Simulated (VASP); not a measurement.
The system is NaH.

```xyz
4
Lattice="3.3192 0.0000 0.0000 -1.6596 2.8745 0.0000 0.0000 0.0000 5.8310" Properties=species:S:1:pos:R:3 pbc="T T T"
Na    0.0000    0.0000    0.0000
Na    0.0000    0.0000    2.9155
H     0.0000    1.9163    1.4577
H     1.6596    0.9582    4.3732
```

Base run:

```yaml
Program: VASP 6.6.1
Functional: r2SCAN
Potentials_or_basis: VASP PAW PBE potentials, release 64 (Na_pv, H)
Cutoff: 520 eV
k_mesh: 6 × 6 × 4
Occupations: gaussian, width 0.01 eV
Spin: no spin polarisation
```

Its results: band gap on the k mesh 4.06 eV, indirect (least direct gap 5.07 eV); pressure -0.2 GPa.

Question: The run is repeated on the same cell with these changes: functional from r2SCAN to PBE. What comes out?

Answer: Band gap on the k mesh 3.45 eV, indirect (least direct gap 4.51 eV); pressure 0.6 GPa.

r2SCAN gives the wider gap, since meta-GGAs in the generalised Kohn-Sham scheme recover part of the derivative discontinuity.

Caveats: the PAW data sets were made with another functional, which shifts forces and pressure a little (some runs).

A k mesh can miss the band edges.
